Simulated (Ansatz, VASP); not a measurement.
Two plane-wave programs on Se

```
Se
1.0
     2.71263    0.00000    0.00000
     0.00000    2.71263    0.00000
     0.00000    0.00000    2.71263
Se
1
Direct
  0.00000 0.00000 0.00000
```

Alike in both runs: task single point; functional PBE; k mesh 18 × 18 × 18; occupations fermi-dirac, width 0.1 eV; no spin polarisation.

|  | VASP | Ansatz |
| --- | --- | --- |
| version | VASP 6.6.1 | Ansatz 0.2.0 |
| potentials or method | VASP PAW PBE potentials, release 64 (Se), cutoff 520 eV | plane waves (420 eV) with PAW, scalar-relativistic |
| valence electrons in the cell | 6 | 16 |

|  | VASP | Ansatz | Ansatz less VASP |
| --- | --- | --- | --- |
| pressure (GPa) | 12.2 | 12.1 | -0.09 |

VASP's potentials hold 6 valence electrons a cell and Ansatz's 16, so a difference there can come from the potentials and not from the codes.
